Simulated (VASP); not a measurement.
Input of a VASP 6.6.1 run:

INCAR

```
ALGO = Normal
EDIFF = 1E-7
EDIFFG = -0.01
ENCUT = 600
GGA = PE
IBRION = 2
ISIF = 3
ISMEAR = 0
LASPH = T
LCHARG = F
LREAL = F
LWAVE = F
NELM = 80
NSW = 100
PREC = Accurate
SIGMA = 0.1
```

Contents of KPOINTS:

```
k-points
0
Gamma
  8 8 8
```

POSCAR

```
MgTe5
1.0
    0.0000000000      4.5284669928      4.5284669928
    4.5284669928      0.0000000000      4.5284669928
    4.5284669928      4.5284669928      0.0000000000
Mg Te
1 5
Direct
    0.5000000000      0.5000000000      0.5000000000
    0.1249212399      0.6252362802      0.1249212399
    0.1249212399      0.1249212399      0.1249212399
    0.6252362802      0.1249212399      0.1249212399
    0.1249212399      0.1249212399      0.6252362802
    0.7500000000      0.7500000000      0.7500000000
```

Potentials or basis: VASP PAW PBE potentials, release 64 (Mg, Te).

Launch:

```console
$ cat potpaw_PBE.64/Mg/POTCAR potpaw_PBE.64/Te/POTCAR > POTCAR
$ mpirun -np 1 vasp_std > vasp.out
```

What does it give for the relaxed cell?

a = 6.365 Å, b = 6.365 Å, c = 6.365 Å, α = 60.00°, β = 60.00°, γ = 60.00°.

Predict the band gap on the k mesh.

zero (bands 16 and 17 overlap by 1.51 eV).

Final structure:
```cif
data_structure
_symmetry_space_group_name_H-M 'P 1'
_symmetry_Int_Tables_number 1
_cell_length_a 6.3648
_cell_length_b 6.3648
_cell_length_c 6.3648
_cell_angle_alpha 60.000
_cell_angle_beta 60.000
_cell_angle_gamma 60.000
_cell_volume 182.32
loop_
_atom_site_label
_atom_site_type_symbol
_atom_site_fract_x
_atom_site_fract_y
_atom_site_fract_z
_atom_site_occupancy
Mg1 Mg 0.50000 0.50000 0.50000 1
Te1 Te 0.12493 0.62520 0.12493 1
Te2 Te 0.12493 0.12493 0.12493 1
Te3 Te 0.62520 0.12493 0.12493 1
Te4 Te 0.12493 0.12493 0.62520 1
Te5 Te 0.75000 0.75000 0.75000 1
```

Caveat: spin-orbit coupling is left out, which moves the levels of the heavy elements.
